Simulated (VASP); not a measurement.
# KI (I4/mmm) in VASP: notebook

Runs on KI. Level: LDA. Tasks: single point.

Everything below comes from runs of VASP 6.6.1. Logs are shortened: lines on timing, memory, paths and dates and some standing lists are left out, and cuts for length are marked.

## Step 1: The cell of the first run

The structure is tetragonal, space group I4/mmm (No. 139). The conventional cell has a = 4.984 Å, b = 4.984 Å, c = 7.261 Å, α = 90.00°, β = 90.00°, γ = 90.00°. K (site symmetry 4/mmm) has 6 I at 3.52 to 3.63 Å within 4.6 Å. I (site symmetry 4/mmm) has 6 K at 3.52 to 3.63 Å within 4.6 Å.

## Step 2: Single point, LDA (strain +0.0300 x Voigt [0, 1, 0, 0, 0, 0])

File INCAR:

```
SYSTEM = KI
PREC     = Accurate       ! precision mode
ENCUT    = 520            ! plane-wave cutoff, eV
EDIFF    = 1E-6           ! SCF threshold, eV
ISMEAR   = 0              ! smearing method
SIGMA    = 0.05           ! smearing width, eV
LREAL    = .False.        ! projectors in reciprocal space
LASPH    = .True.         ! aspherical terms in the spheres
NELM     = 60             ! most SCF steps
ALGO     = Normal         ! electronic algorithm
ISIF     = 2              ! what is computed and relaxed
LWAVE    = .False.        ! write WAVECAR
LCHARG   = .False.        ! write CHGCAR
GGA      = CA             ! functional
NBANDS   = 15             ! bands
```

File KPOINTS:

```
Automatic mesh
0
Gamma
  6 6 6
  0 0 0
```

File POSCAR:

```
KI
1.0
    0.0000000000      3.6302865000      3.5245500000
    3.5245500000      0.0000000000      3.5245500000
    3.5245500000      3.6302865000      0.0000000000
K I
1 1
Direct
    0.0000000000      0.0000000000      0.0000000000
    0.5000000000      0.5000000000      0.5000000000
```

Potentials or basis: VASP PAW LDA potentials, release 64 (K_sv, I).

Started as:

```
cat potpaw_LDA.64/K_sv/POTCAR potpaw_LDA.64/I/POTCAR > POTCAR
mpirun -np 1 vasp_std > vasp.out
```

OUTCAR:

```text
SYSTEM = KI
   PREC = Accurate
   ENCUT = 520
   EDIFF = 1E-6
   ISMEAR = 0
   LREAL = .False.
   LASPH = .True.
   NELM = 60
   ISIF = 2
   GGA = CA

 ion  position               nearest neighbor table
   1  0.000  0.000  0.000-   2 3.52   2 3.52   2 3.52   2 3.52   2 3.63   2 3.63
   2  0.500  0.500  0.500-   1 3.52   1 3.52   1 3.52   1 3.52   1 3.63   1 3.63

  LATTYP: Found a body centered tetragonal cell.
 ALAT       =     4.9844664113
 C/A-ratio  =     1.4566399692

  Lattice vectors:

 A1 = (   0.0000000000,  -3.6302865000,   3.5245500000)
 A2 = (   0.0000000000,  -3.6302865000,  -3.5245500000)
 A3 = (   3.5245500000,   3.6302865000,   0.0000000000)

Analysis of symmetry for initial positions (statically):
=====================================================================
 Subroutine PRICEL returns:
 Original cell was already a primitive cell.

 Routine SETGRP: Setting up the symmetry group for a
 body centered tetragonal supercell.

 Subroutine GETGRP returns: Found 16 space group operations
 (whereof 16 operations were pure point group operations)
 out of a pool of 16 trial point group operations.

The static configuration has the point symmetry D_4h.

Analysis of symmetry for dynamics (positions and initial velocities):
=====================================================================
 Subroutine PRICEL returns:
 Original cell was already a primitive cell.

 Routine SETGRP: Setting up the symmetry group for a
 body centered tetragonal supercell.

 Subroutine GETGRP returns: Found 16 space group operations
 (whereof 16 operations were pure point group operations)
 out of a pool of 16 trial point group operations.

The dynamic configuration has the point symmetry D_4h.

 Subroutine INISYM returns: Found 16 space group operations
 (whereof 16 operations are pure point group operations),
 and found     1 'primitive' translations

----------------------------------------------------------------------------------------

                                     Primitive cell

  volume of cell :      90.1941

  direct lattice vectors                    reciprocal lattice vectors
     0.000000000  3.630286500  3.524550000    -0.141862082  0.137730176  0.141862082
     3.524550000  0.000000000  3.524550000     0.141862082 -0.137730176  0.141862082
     3.524550000  3.630286500  0.000000000     0.141862082  0.137730176 -0.141862082

  length of vectors
     5.059785843  4.984466411  5.059785843     0.243350163  0.243350163  0.243350163

  position of ions in fractional coordinates (direct lattice)
     0.000000000  0.000000000  0.000000000
     0.500000000  0.500000000  0.500000000

  ion indices of the primitive-cell ions
   primitive index   ion index
                 1           1
                 2           2

----------------------------------------------------------------------------------------

 KPOINTS: Automatic mesh

Automatic generation of k-mesh.
 Grid dimensions read from file:
 generate k-points for:    6    6    6

 Generating k-lattice:

  Cartesian coordinates                     Fractional coordinates (reciprocal lattice)
    -0.023643680  0.022955029  0.023643680     0.166666667  0.000000000  0.000000000
     0.023643680 -0.022955029  0.023643680    -0.000000000  0.166666667 -0.000000000
     0.023643680  0.022955029 -0.023643680     0.000000000  0.000000000  0.166666667

  Length of vectors
     0.040558361  0.040558361  0.040558361

  Shift w.r.t. Gamma in fractional coordinates (k-lattice)
     0.000000000  0.000000000  0.000000000

 Subroutine IBZKPT returns following result:
 ===========================================

 Found     30 irreducible k-points:

 Following reciprocal coordinates:
            Coordinates               Weight
  0.000000  0.000000  0.000000      1.000000
  0.166667  0.000000 -0.000000      8.000000
  0.333333  0.000000  0.000000      8.000000
  0.500000  0.000000 -0.000000      4.000000
  0.166667  0.166667  0.000000      4.000000
  0.333333  0.166667  0.000000     16.000000
[... 16 lines left out ...]
  0.333333 -0.333333  0.166667     16.000000
  0.500000 -0.333333  0.166667      4.000000
 [... further k-points ...]
   k-points           NKPTS =     30   k-points in BZ     NKDIM =     30   number of bands    NBANDS=     15
   number of dos      NEDOS =    301   number of ions     NIONS =      2
   total plane-waves  NPLWV =  64000
   dimension x,y,z NGX =    40 NGY =   40 NGZ =   40
   dimension x,y,z NGXF=    80 NGYF=   80 NGZF=   80
   ions per type =               1   1
   NGX,Y,Z   is equivalent  to a cutoff of  13.14, 13.34, 13.14 a.u.
   NGXF,Y,Z  is equivalent  to a cutoff of  26.29, 26.68, 26.29 a.u.
 SYSTEM =  KI
   PREC   = accura    normal or accurate (medium, high low for compatibility)
   ISTART =      0    job   : 0-new  1-cont  2-samecut
   ICHARG =      2    charge: 1-file 2-atom 10-const
   ISPIN  =      1    spin polarized calculation?
   LNONCOLLINEAR =      F non collinear calculations
   LSORBIT =      F    spin-orbit coupling
   LASPH  =      T    aspherical Exc in radial PAW
   ENCUT  =  520.0 eV  38.22 Ry    6.18 a.u.   9.41  9.27  9.41*2*pi/ulx,y,z
   NELM   =     60;   NELMIN=  2; NELMDL= -5     # of ELM steps
   EDIFF  = 0.1E-05   stopping-criterion for ELM
   LREAL  =      F    real-space projection
   EDIFFG = 0.1E-04   stopping-criterion for IOM
   NSW    =      0    number of steps for IOM
   IBRION =     -1    ionic relax: 0-MD 1-quasi-New 2-CG
   NFREE  =      0    steps in history (QN), initial steepest desc. (CG)
   ISIF   =      2    stress and relaxation
   ISYM   =      2    0-nonsym 1-usesym 2-fastsym
   POTIM  = 0.5000    time-step for ionic-motion
   TEBEG  =    0.0;   TEEND  =   0.0 temperature during run
   PSTRESS=    0.0 pullay stress
   NELECT =      16.0000    total number of electrons
   NUPDOWN=      -1.0000    fix difference up-down
   EMIN   =  10.00;   EMAX   =-10.00  energy-range for DOS
   EFERMI =   0.00;   METHOD = LEGACY
   ISMEAR =     0;   SIGMA  =   0.05  broadening in eV -4-tet -1-fermi 0-gaus
   EFERMI_NEDOS =   21; number of points for ismear=-14 and -15
   IALGO  =     38    algorithm
   IMIX   =      4    mixing-type and parameters
     AMIX     =   0.40;   BMIX     =  1.00
     AMIX_MAG =   1.60;   BMIX_MAG =  1.00
  volume/ion in A,a.u.               =      45.10       304.33
  Fermi-wavevector in a.u.,A,eV,Ry     =   0.919861  1.738285 11.512485  0.846144
  Thomas-Fermi vector in A             =   2.045102
   LORBIT       =      0    0 simple, 1 ext, 2 COOP (PROOUT), +10 PAW based schemes
   GGA     = CA    functional components
   LHFCALC =     F    Hartree Fock is set to
   AEXX    =    0.0000 exact exchange contribution
   IVDW    =     0    specifies the selected vdW correction
   LEPSILON=     F    determine dielectric tensor
   LRPA    =     F    only Hartree local field effects (RPA)
 non-spin polarized calculation
 Gauss-broadening in eV      SIGMA  =   0.05
  energy-cutoff  :      520.00
  volume of cell :       90.19
 maximum number of plane-waves:      2453
 NGX is ok and might be reduce to    40
   NGX = 19   NGY = 19   NGZ = 19

 number of electron      16.0000000 magnetization

 Free energy of the ion-electron system (eV)
  ---------------------------------------------------
  ext. energy  EPLUGINS =         0.00000000
  ---------------------------------------------------
  free energy    TOTEN  =        -6.10876449 eV

  energy without entropy =       -6.10876449  energy(sigma->0) =       -6.10876449

 E-fermi :  -0.4272     XC(G=0):  -7.5366

 val. band max:       -0.7392420877   @ k =   0.0000   0.0000   0.0000
 cond. band min:       2.8233058627   @ k =   0.0000   0.0000   0.0000
 fundamental gap:      3.5625479504
 Fermi energy:        -0.4272491005

 k-point     1 :       0.0000    0.0000    0.0000
  band No.  band energies     occupation
      1     -28.9161      2.00000
      2     -12.6387      2.00000
      3     -12.6387      2.00000
      4     -12.6370      2.00000
      5     -11.2792      2.00000
      6      -0.7429      2.00000
      7      -0.7392      2.00000
      8      -0.7392      2.00000
      9       2.8233      0.00000
     10       5.4370      0.00000
     11       5.6102      0.00000
     12       5.6102      0.00000
     13       6.2382      0.00000
     14       6.3527      0.00000
     15       8.7103      0.00000

 k-point     2 :       0.1667    0.0000   -0.0000
  band No.  band energies     occupation
      1     -28.9156      2.00000
      2     -12.6806      2.00000
      3     -12.6388      2.00000
      4     -12.6385      2.00000
      5     -11.2068      2.00000
      6      -1.1725      2.00000
      7      -0.8331      2.00000
      8      -0.8281      2.00000
      9       3.4581      0.00000
     10       5.4452      0.00000
     11       5.7919      0.00000
     12       5.8924      0.00000
     13       6.5424      0.00000
     14       6.6622      0.00000
     15       9.5907      0.00000

 k-point     3 :       0.3333    0.0000    0.0000
  band No.  band energies     occupation
      1     -28.9146      2.00000
      2     -12.7556      2.00000
      3     -12.6407      2.00000
      4     -12.6392      2.00000
      5     -11.0700      2.00000
      6      -1.8146      2.00000
      7      -1.0018      2.00000
      8      -0.9931      2.00000
      9       4.2781      0.00000
     10       5.9632      0.00000
     11       6.4728      0.00000
     12       6.5927      0.00000
     13       7.3471      0.00000
     14       7.4529      0.00000
     15       8.5608      0.00000
[... 343 lines left out ...]
 k-point    23 :       0.3333   -0.3333    0.1667
  band No.  band energies     occupation
      1     -28.9137      2.00000
      2     -12.7283      2.00000
      3     -12.6615      2.00000
      4     -12.6532      2.00000
      5     -11.0586      2.00000
      6      -1.7227      2.00000
      7      -1.3819      2.00000
      8      -1.1924      2.00000
      9       5.2747      0.00000
     10       5.6251      0.00000
     11       5.9704      0.00000
     12       7.1907      0.00000
     13       7.8381      0.00000
     14       8.1656      0.00000
     15       8.8117      0.00000

 k-point    24 :       0.5000   -0.3333    0.1667
  band No.  band energies     occupation
      1     -28.9134      2.00000
      2     -12.6880      2.00000
      3     -12.6771      2.00000
      4     -12.6605      2.00000
      5     -11.0915      2.00000
      6      -1.6056      2.00000
      7      -1.3203      2.00000
      8      -1.3096      2.00000
      9       4.7059      0.00000
     10       5.3165      0.00000
     11       6.4498      0.00000
     12       7.2861      0.00000
     13       7.6422      0.00000
     14       8.5641      0.00000
     15       9.0090      0.00000

 [... further k-points ...]
[... 5 lines left out ...]
  --------------------------------------------------------------------------------------
  -------------------------------------------------------------------------------------
  Total       -0.7293276     -0.9972593     -0.7293276      0.0000000      0.0000000      0.0000000
  in kB      -12.9555244    -17.7149701    -12.9555244      0.0000000      0.0000000      0.0000000
  external PRESSURE =     -14.5420063 kB  Pullay stress =       0.0000000 kB

 VOLUME and BASIS-vectors are now :
 -----------------------------------------------------------------------------
  energy-cutoff  :      520.00
  volume of cell :       90.19
      direct lattice vectors                 reciprocal lattice vectors
     0.000000000  3.630286500  3.524550000    -0.141862082  0.137730176  0.141862082
     3.524550000  0.000000000  3.524550000     0.141862082 -0.137730176  0.141862082
     3.524550000  3.630286500  0.000000000     0.141862082  0.137730176 -0.141862082

 POSITION                                       TOTAL-FORCE (eV/Angst)
 -----------------------------------------------------------------------------------
      0.00000      0.00000      0.00000        -0.000000      0.000000      0.000000
      3.52455      3.63029      3.52455         0.000000     -0.000000     -0.000000
 -----------------------------------------------------------------------------------
    total drift:                                0.000000     -0.000000     -0.000000

  FREE ENERGIE OF THE ION-ELECTRON SYSTEM (eV)
  ---------------------------------------------------
  free  energy   TOTEN  =        -6.1087644945 eV

  energy  without entropy=       -6.1087644945  energy(sigma->0) =       -6.10876449
```

It took 23 s on 1 thread of AMD EPYC 9R45 (Zen 5), shared host; peak memory 0.18 GiB.

What came out:

| Property | Result |
| --- | --- |
| Free energy | -6.1088 eV |
| Pressure | -1.5 GPa |
| Band gap on the k mesh | 3.56 eV, direct |

Caveat: the cell differs from its parent crystal (strain +0.0300 x Voigt [0, 1, 0, 0, 0, 0]); spin-orbit coupling is left out, which moves the levels of the heavy elements.

## Step 3: Single point, LDA (strain +0.0200 x Voigt [0, 1, 0, 0, 0, 0])

File INCAR:

```
SYSTEM = KI
PREC = Accurate
ENCUT = 520
EDIFF = 1E-6
ISMEAR = 0
SIGMA = 0.05
LREAL = .False.
LASPH = .True.
NELM = 100
ALGO = Normal
ISIF = 2
LWAVE = .False.
LCHARG = .True.
GGA = CA
LELF = .True.
LVHAR = .True.
NBANDS = 15
```

File KPOINTS:

```
regular mesh
0
Gamma
  6 6 6
  0 0 0
```

File POSCAR:

```
KI
1.0
    0.0000000000      3.5950410000      3.5245500000
    3.5245500000      0.0000000000      3.5245500000
    3.5245500000      3.5950410000      0.0000000000
K I
1 1
Direct
    0.0000000000      0.0000000000      0.0000000000
    0.5000000000      0.5000000000      0.5000000000
```

Potentials or basis: VASP PAW LDA potentials, release 64 (K_sv, I).

Started as:

```
cat potpaw_LDA.64/K_sv/POTCAR potpaw_LDA.64/I/POTCAR > POTCAR
mpirun -np 1 vasp_std > vasp.out
```

It took 24 s on 1 thread of AMD EPYC 9R45 (Zen 5), shared host; peak memory 0.18 GiB.

Results (log left out):

- Free energy: -6.1179 eV
- Pressure: -1.4 GPa
- Band gap on the k mesh: 3.58 eV, direct

Stress tensor (GPa, compression positive):
```
-1.28  0.00  0.00
 0.00 -1.62  0.00
 0.00  0.00 -1.28
```

Levels at points of the mesh, in eV from the valence-band top:
```
           k point  band 6  band 7  band 8  band 9  band 10  band 11
(0.00, 0.00, 0.00)    0.00    0.00    0.00    3.58     6.21     6.33
(0.50, 0.00, 0.00)   -1.36   -0.35   -0.34    5.23     7.40     7.86
(0.50, 0.50, 0.00)   -1.01   -0.40   -0.37    4.70     5.45     7.94
(0.50, 0.00, 0.50)   -1.03   -0.35   -0.35    4.72     5.45     7.90
```

Caveat: the cell differs from its parent crystal (strain +0.0200 x Voigt [0, 1, 0, 0, 0, 0]); spin-orbit coupling is left out, which moves the levels of the heavy elements.

## Step 4: Single point, LDA (strain +0.0400 x Voigt [0, 1, 0, 0, 0, 0])

File INCAR:

```
  ALGO = Normal
  EDIFF = 1E-6
  ENCUT = 520
  GGA = CA
  ISIF = 2
  ISMEAR = 0
  LASPH = T
  LCHARG = T
  LELF = T
  LREAL = F
  LVHAR = T
  LWAVE = F
  NBANDS = 15
  NELM = 60
  PREC = Accurate
  SIGMA = 0.05
```

File KPOINTS:

```
k-points
0
Gamma
  6 6 6
```

File POSCAR:

```
KI
1.0
    0.0000000000      3.6655320000      3.5245500000
    3.5245500000      0.0000000000      3.5245500000
    3.5245500000      3.6655320000      0.0000000000
K I
1 1
Direct
    0.0000000000      0.0000000000      0.0000000000
    0.5000000000      0.5000000000      0.5000000000
```

Started as:

```
cat potpaw_LDA.64/K_sv/POTCAR potpaw_LDA.64/I/POTCAR > POTCAR
mpirun -np 1 vasp_std > vasp.out
```

Wall time 25 s (1 thread of AMD EPYC 9R45 (Zen 5), shared host); peak memory 0.18 GiB.

It converged, with:

| Item | Value |
| --- | --- |
| Free energy | -6.0989 eV |
| Pressure | -1.5 GPa |
| Band gap on the k mesh | 3.54 eV, direct |

Stress tensor (GPa, compression positive):
```
-1.32  0.00  0.00
 0.00 -1.89  0.00
 0.00  0.00 -1.32
```

Levels at points of the mesh, in eV from the valence-band top:
| k point | band 6 | band 7 | band 8 | band 9 | band 10 | band 11 |
| --- | --- | --- | --- | --- | --- | --- |
| (0.00, 0.00, 0.00) | 0.00 | 0.00 | 0.00 | 3.54 | 6.14 | 6.37 |
| (0.50, 0.00, 0.00) | -1.32 | -0.34 | -0.32 | 5.21 | 7.33 | 7.75 |
| (0.50, 0.50, 0.00) | -0.98 | -0.41 | -0.36 | 4.73 | 5.41 | 7.93 |
| (0.50, 0.00, 0.50) | -1.01 | -0.32 | -0.32 | 4.76 | 5.40 | 7.85 |

Caveat: the cell differs from its parent crystal (strain +0.0400 x Voigt [0, 1, 0, 0, 0, 0]); spin-orbit coupling is left out, which moves the levels of the heavy elements.

## Step 5: Single point, LDA (strain +0.0350 x Voigt [0, 1, 0, 0, 0, 0])

File INCAR:

```
SYSTEM = KI
ALGO     = Normal         ! electronic algorithm
EDIFF    = 1E-6           ! SCF threshold, eV
ENCUT    = 520            ! plane-wave cutoff, eV
GGA      = CA             ! functional
ISIF     = 2              ! what is computed and relaxed
ISMEAR   = 0              ! smearing method
LASPH    = .TRUE.         ! aspherical terms in the spheres
LCHARG   = .FALSE.        ! write CHGCAR
LREAL    = .FALSE.        ! projectors in reciprocal space
LWAVE    = .FALSE.        ! write WAVECAR
NBANDS   = 15             ! bands
NELM     = 60             ! most SCF steps
PREC     = Accurate       ! precision mode
SIGMA    = 0.05           ! smearing width, eV
```

File KPOINTS:

```
k-points
0
G
  6 6 6
  0 0 0
```

File POSCAR:

```
KI
1.0
    0.0000000000      3.6479092500      3.5245500000
    3.5245500000      0.0000000000      3.5245500000
    3.5245500000      3.6479092500      0.0000000000
K I
1 1
Direct
    0.0000000000      0.0000000000      0.0000000000
    0.5000000000      0.5000000000      0.5000000000
```

Started as:

```
cat potpaw_LDA.64/K_sv/POTCAR potpaw_LDA.64/I/POTCAR > POTCAR
mpirun -np 1 vasp_std > vasp.out
```

Run time: 24 s. Hardware: 1 thread of AMD EPYC 9R45 (Zen 5), shared host; peak memory 0.18 GiB.

It converged, with:

- Free energy: -6.1039 eV
- Pressure: -1.5 GPa
- Band gap on the k mesh: 3.55 eV, direct

Stress tensor (GPa, compression positive):
```
-1.31  0.00  0.00
 0.00 -1.84  0.00
 0.00  0.00 -1.31
```

Levels at points of the mesh, in eV from the valence-band top:
```
           k point  band 6  band 7  band 8  band 9  band 10  band 11
(0.00, 0.00, 0.00)    0.00    0.00    0.00    3.55     6.16     6.36
(0.50, 0.00, 0.00)   -1.33   -0.34   -0.33    5.21     7.35     7.78
(0.50, 0.50, 0.00)   -0.99   -0.41   -0.36    4.72     5.42     7.94
(0.50, 0.00, 0.50)   -1.02   -0.33   -0.33    4.75     5.41     7.87
```

Caveat: the cell differs from its parent crystal (strain +0.0350 x Voigt [0, 1, 0, 0, 0, 0]); spin-orbit coupling is left out, which moves the levels of the heavy elements.

## Step 6: Overview

| cell | gap on the mesh (eV) | pressure (GPa) |
| --- | --- | --- |
| a = 5.060, b = 4.984 Å, angles 60.5, 59.0, 60.5°, 2 atoms | 3.56 | -1.5 |
| a = 5.035, b = 4.984 Å, angles 60.3, 59.3, 60.3°, 2 atoms | 3.58 | -1.4 |
| a = 5.085, b = 4.984 Å, angles 60.7, 58.7, 60.7°, 2 atoms | 3.54 | -1.5 |
| a = 5.072, b = 4.984 Å, angles 60.6, 58.9, 60.6°, 2 atoms | 3.55 | -1.5 |

Alike in all rows: task single point; level LDA; potentials or basis VASP PAW LDA potentials, release 64 (K_sv, I); no spin polarisation; k mesh 6 × 6 × 6; cutoff (eV) 520; smearing gaussian 0.05 eV.

Caveats: spin-orbit coupling is left out, which moves the levels of the heavy elements.

Absolute energies hang on the potentials; compare differences alone.
